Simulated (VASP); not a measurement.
F: single point with LDA

F:

```
F
1.0
     0.00000    2.16477    2.16477
     2.16477    0.00000    2.16477
     2.16477    2.16477    0.00000
F
2
Direct
  0.87500 0.87500 0.87500
  0.12500 0.12500 0.12500
```

- Program: VASP 6.6.1
- Task: single point
- Functional: LDA
- Potentials or basis: VASP PAW LDA potentials, release 64 (F)
- Cutoff: 520 eV
- k mesh: 14 × 14 × 14
- Occupations: fermi-dirac, width 0.1 eV
- Spin: no spin polarisation
- Dipole correction: no
- Further INCAR settings: ALGO = Normal; EDIFF = 1e-06; NBANDS = 14

* Pressure: 23.1 GPa
* Band gap on the k mesh: zero (bands 7 and 8 overlap by 1.80 eV)

Levels at points of the mesh, in eV from the Fermi level:
```tsv
k point	band 4	band 5	band 6	band 7	band 8	band 9	band 10	band 11
(0.00, 0.00, 0.00)	-4.09	-4.09	-1.31	-1.31	-1.31	9.80	25.87	25.87
(0.50, 0.00, 0.00)	-4.87	-4.87	-0.46	-0.46	-0.18	13.98	16.80	22.22
(0.50, 0.50, 0.00)	-5.78	-2.91	-2.91	0.49	0.49	14.57	14.57	24.56
```

Run time: 22 s on 1 thread of Intel Xeon 8259CL, on a shared host, peak memory 0.13 GiB.

Caveat: the cell stands under pressure.
